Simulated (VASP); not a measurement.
# Ta (I4/mmm) in VASP: a series of runs

The runs below take Ta through single point, with PBEsol.

Everything below comes from runs of VASP 6.6.1. Logs are shortened: lines on timing, memory, paths and dates and some standing lists are left out, and cuts for length are marked.

## Step 1: The cell of the first run

It takes space group I4/mmm (No. 139, tetragonal). The conventional cell has a = 3.303 Å, b = 3.303 Å, c = 3.468 Å, α = 90.00°, β = 90.00°, γ = 90.00°. Ta (site symmetry 4/mmm) has 14 Ta at 2.91 to 3.47 Å within 3.8 Å.

## Step 2: Single point, PBEsol (strain +0.000 along x and y, +0.050 along z)

INCAR

```
SYSTEM = Ta
ALGO     = Normal         ! electronic algorithm
EDIFF    = 1E-6           ! SCF threshold, eV
ENCUT    = 520            ! plane-wave cutoff, eV
GGA      = PS             ! functional
ISIF     = 2              ! what is computed and relaxed
ISMEAR   = 0              ! smearing method
LASPH    = .True.         ! aspherical terms in the spheres
LCHARG   = .False.        ! write CHGCAR
LREAL    = .False.        ! projectors in reciprocal space
LWAVE    = .False.        ! write WAVECAR
NBANDS   = 12             ! bands
NELM     = 60             ! most SCF steps
PREC     = Accurate       ! precision mode
SIGMA    = 0.15           ! smearing width, eV
```

KPOINTS

```
k-points
0
Gamma
  20 20 20
  0 0 0
```

POSCAR

```
Ta
1.0
   -1.6512800000      1.6512800000      1.7338440000
    1.6512800000     -1.6512800000      1.7338440000
    1.6512800000      1.6512800000     -1.7338440000
Ta
1
Direct
    0.0000000000      0.0000000000      0.0000000000
```

Potentials or basis: VASP PAW PBE potentials, release 64 (Ta_pv).

The run is started by

```bash
cat potpaw_PBE.64/Ta_pv/POTCAR > POTCAR
mpirun -np 1 vasp_std > vasp.out
```

OUTCAR:

```text
SYSTEM = Ta
   EDIFF = 1E-6
   ENCUT = 520
   GGA = PS
   ISIF = 2
   ISMEAR = 0
   LASPH = .True.
   LREAL = .False.
   NELM = 60
   PREC = Accurate

 ion  position               nearest neighbor table
   1  0.000  0.000  0.000-

  LATTYP: Found a body centered tetragonal cell.
 ALAT       =     3.3025600000
 C/A-ratio  =     1.0500000000

  Lattice vectors:

 A1 = (  -1.6512800000,   1.6512800000,   1.7338440000)
 A2 = (   1.6512800000,  -1.6512800000,   1.7338440000)
 A3 = (   1.6512800000,   1.6512800000,  -1.7338440000)

Analysis of symmetry for initial positions (statically):
=====================================================================
 Subroutine PRICEL returns:
 Original cell was already a primitive cell.

 Routine SETGRP: Setting up the symmetry group for a
 body centered tetragonal supercell.

 Subroutine GETGRP returns: Found 16 space group operations
 (whereof 16 operations were pure point group operations)
 out of a pool of 16 trial point group operations.

The static configuration has the point symmetry D_4h.

Analysis of symmetry for dynamics (positions and initial velocities):
=====================================================================
 Subroutine PRICEL returns:
 Original cell was already a primitive cell.

 Routine SETGRP: Setting up the symmetry group for a
 body centered tetragonal supercell.

 Subroutine GETGRP returns: Found 16 space group operations
 (whereof 16 operations were pure point group operations)
 out of a pool of 16 trial point group operations.

The dynamic configuration has the point symmetry D_4h.

 Subroutine INISYM returns: Found 16 space group operations
 (whereof 16 operations are pure point group operations),
 and found     1 'primitive' translations

----------------------------------------------------------------------------------------

                                     Primitive cell

  volume of cell :      18.9109

  direct lattice vectors                    reciprocal lattice vectors
    -1.651280000  1.651280000  1.733844000     0.000000000  0.302795407  0.288376578
     1.651280000 -1.651280000  1.733844000     0.302795407  0.000000000  0.288376578
     1.651280000  1.651280000 -1.733844000     0.302795407  0.302795407  0.000000000

  length of vectors
     2.908550548  2.908550548  2.908550548     0.418146039  0.418146039  0.428217371

  position of ions in fractional coordinates (direct lattice)
     0.000000000  0.000000000  0.000000000

  ion indices of the primitive-cell ions
   primitive index   ion index
                 1           1

----------------------------------------------------------------------------------------

 KPOINTS: k-points

Automatic generation of k-mesh.
 Grid dimensions read from file:
 generate k-points for:   20   20   20

 Generating k-lattice:

  Cartesian coordinates                     Fractional coordinates (reciprocal lattice)
     0.000000000  0.015139770  0.014418829     0.050000000  0.000000000 -0.000000000
     0.015139770  0.000000000  0.014418829     0.000000000  0.050000000 -0.000000000
     0.015139770  0.015139770  0.000000000     0.000000000  0.000000000  0.050000000

  Length of vectors
     0.020907302  0.020907302  0.021410869

  Shift w.r.t. Gamma in fractional coordinates (k-lattice)
     0.000000000  0.000000000  0.000000000

 Subroutine IBZKPT returns following result:
 ===========================================

 Found    641 irreducible k-points:

 Following reciprocal coordinates:
            Coordinates               Weight
  0.000000  0.000000  0.000000      1.000000
  0.050000  0.000000 -0.000000      8.000000
  0.100000  0.000000  0.000000      8.000000
  0.150000  0.000000  0.000000      8.000000
  0.200000  0.000000  0.000000      8.000000
  0.250000  0.000000  0.000000      8.000000
[... 16 lines left out ...]
 -0.400000  0.050000 -0.000000     16.000000
 -0.350000  0.050000  0.000000     16.000000
 [... further k-points ...]
   k-points           NKPTS =    641   k-points in BZ     NKDIM =    641   number of bands    NBANDS=     12
   number of dos      NEDOS =    301   number of ions     NIONS =      1
   total plane-waves  NPLWV =  13824
   dimension x,y,z NGX =    24 NGY =   24 NGZ =   24
   dimension x,y,z NGXF=    48 NGYF=   48 NGZF=   48
   ions per type =               1
   NGX,Y,Z   is equivalent  to a cutoff of  13.72, 13.72, 13.72 a.u.
   NGXF,Y,Z  is equivalent  to a cutoff of  27.44, 27.44, 27.44 a.u.
 SYSTEM =  Ta
   PREC   = accura    normal or accurate (medium, high low for compatibility)
   ISTART =      0    job   : 0-new  1-cont  2-samecut
   ICHARG =      2    charge: 1-file 2-atom 10-const
   ISPIN  =      1    spin polarized calculation?
   LNONCOLLINEAR =      F non collinear calculations
   LSORBIT =      F    spin-orbit coupling
   LASPH  =      T    aspherical Exc in radial PAW
   ENCUT  =  520.0 eV  38.22 Ry    6.18 a.u.   5.41  5.41  5.41*2*pi/ulx,y,z
   NELM   =     60;   NELMIN=  2; NELMDL= -5     # of ELM steps
   EDIFF  = 0.1E-05   stopping-criterion for ELM
   LREAL  =      F    real-space projection
[... 7 lines left out ...]
   TEBEG  =    0.0;   TEEND  =   0.0 temperature during run
   PSTRESS=    0.0 pullay stress
   NELECT =      11.0000    total number of electrons
   NUPDOWN=      -1.0000    fix difference up-down
   EMIN   =  10.00;   EMAX   =-10.00  energy-range for DOS
   EFERMI =   0.00;   METHOD = LEGACY
   ISMEAR =     0;   SIGMA  =   0.15  broadening in eV -4-tet -1-fermi 0-gaus
   EFERMI_NEDOS =   21; number of points for ismear=-14 and -15
   IALGO  =     38    algorithm
   IMIX   =      4    mixing-type and parameters
     AMIX     =   0.40;   BMIX     =  1.00
     AMIX_MAG =   1.60;   BMIX_MAG =  1.00
  volume/ion in A,a.u.               =      18.91       127.62
  Fermi-wavevector in a.u.,A,eV,Ry     =   1.366581  2.582463 25.409458  1.867542
  Thomas-Fermi vector in A             =   2.492709
   LORBIT       =      0    0 simple, 1 ext, 2 COOP (PROOUT), +10 PAW based schemes
   GGA     = PS    functional components
   LHFCALC =     F    Hartree Fock is set to
   AEXX    =    0.0000 exact exchange contribution
   IVDW    =     0    specifies the selected vdW correction
   LEPSILON=     F    determine dielectric tensor
   LRPA    =     F    only Hartree local field effects (RPA)
 non-spin polarized calculation
 Gauss-broadening in eV      SIGMA  =   0.15
  energy-cutoff  :      520.00
  volume of cell :       18.91
 maximum number of plane-waves:       524
 NGX is ok and might be reduce to    24
   NGX = 11   NGY = 11   NGZ = 11

 number of electron      11.0000000 magnetization

 Free energy of the ion-electron system (eV)
  ---------------------------------------------------
  ext. energy  EPLUGINS =         0.00000000
  ---------------------------------------------------
  free energy    TOTEN  =       -12.50019210 eV

  energy without entropy =      -12.48450344  energy(sigma->0) =      -12.49234777

 E-fermi :   4.9424     XC(G=0): -12.4809

 val. band max:        4.9418116393   @ k =   0.3500   0.1500   0.1000
 cond. band min:       4.9425289404   @ k =  -0.2500   0.2500   0.1500
 fundamental gap:      0.0007173011
 Fermi energy:         4.9423861424

 k-point     1 :       0.0000    0.0000    0.0000
  band No.  band energies     occupation
      1     -28.2914      2.00000
      2     -28.2827      2.00000
      3     -28.2827      2.00000
      4      -2.8025      2.00000
      5       5.4869      0.00000
      6       5.4869      0.00000
      7       6.0482      0.00000
      8       8.3444      0.00000
      9       9.1042      0.00000
     10      19.2214      0.00000
     11      19.4223      0.00000
     12      20.0504      0.00000

 k-point     2 :       0.0500    0.0000   -0.0000
  band No.  band energies     occupation
      1     -28.3142      2.00000
      2     -28.2905      2.00000
      3     -28.2864      2.00000
      4      -2.6981      2.00000
      5       5.4728      0.00000
      6       5.5014      0.00000
      7       6.0700      0.00000
      8       8.2692      0.00000
      9       9.0658      0.00000
     10      19.4109      0.00000
     11      19.4221      0.00000
     12      20.2173      0.00000

 k-point     3 :       0.1000    0.0000    0.0000
  band No.  band energies     occupation
      1     -28.3903      2.00000
      2     -28.3132      2.00000
      3     -28.2868      2.00000
      4      -2.3930      2.00000
      5       5.4114      0.00001
      6       5.4378      0.00000
      7       6.2522      0.00000
      8       8.0825      0.00000
      9       8.9934      0.00000
     10      19.4215      0.00000
     11      19.8276      0.00000
     12      20.7188      0.00000
[... 286 lines left out ...]
 k-point    23 :      -0.4000    0.0500   -0.0000
  band No.  band energies     occupation
      1     -29.1545      2.00000
      2     -28.5551      2.00000
      3     -28.2973      2.00000
      4       0.6413      2.00000
      5       3.9712      2.00000
      6       5.0847      0.17982
      7       8.2082      0.00000
      8       9.4773      0.00000
      9      10.7213      0.00000
     10      17.2744      0.00000
     11      17.8252      0.00000
     12      19.4390      0.00000

 k-point    24 :      -0.3500    0.0500    0.0000
  band No.  band energies     occupation
      1     -29.0368      2.00000
      2     -28.5145      2.00000
      3     -28.2980      2.00000
      4       0.3112      2.00000
      5       4.1878      2.00000
      6       4.7356      1.94877
      7       8.0760      0.00000
      8       9.3177      0.00000
      9       9.7072      0.00000
     10      18.4697      0.00000
     11      18.6805      0.00000
     12      19.4566      0.00000

 [... further k-points ...]
[... 5 lines left out ...]
  --------------------------------------------------------------------------------------
  -------------------------------------------------------------------------------------
  Total       -1.2498554     -1.2498554     -1.7977390      0.0000000      0.0000000      0.0000000
  in kB     -105.8909661   -105.8909661   -152.3090746      0.0000000      0.0000000      0.0000000
  external PRESSURE =    -121.3636689 kB  Pullay stress =       0.0000000 kB

 VOLUME and BASIS-vectors are now :
 -----------------------------------------------------------------------------
  energy-cutoff  :      520.00
  volume of cell :       18.91
      direct lattice vectors                 reciprocal lattice vectors
    -1.651280000  1.651280000  1.733844000     0.000000000  0.302795407  0.288376578
     1.651280000 -1.651280000  1.733844000     0.302795407  0.000000000  0.288376578
     1.651280000  1.651280000 -1.733844000     0.302795407  0.302795407  0.000000000

 POSITION                                       TOTAL-FORCE (eV/Angst)
 -----------------------------------------------------------------------------------
      0.00000      0.00000      0.00000        -0.000000     -0.000000      0.000000
 -----------------------------------------------------------------------------------
    total drift:                                0.000000      0.000000      0.000000

  FREE ENERGIE OF THE ION-ELECTRON SYSTEM (eV)
  ---------------------------------------------------
  free  energy   TOTEN  =       -12.5001920979 eV

  energy  without entropy=      -12.4845034423  energy(sigma->0) =      -12.49234777
```

Wall time 2.1 min (1 thread of Intel Xeon 8259CL, shared host); peak memory 0.26 GiB.

What came out:

```
Free energy            : -12.5002 eV
Pressure               : -12.1 GPa
Band gap on the k mesh : zero (an odd number of electrons rules out a gap without spin polarisation)
```

Caveat: the cell differs from its parent crystal (strain +0.000 along x and y, +0.050 along z); the cell stands under tension; the PAW data sets were made with another functional, which shifts forces and pressure a little; spin-orbit coupling is left out, which moves the levels of the heavy elements.

(Part 1 of 2 ends here.)
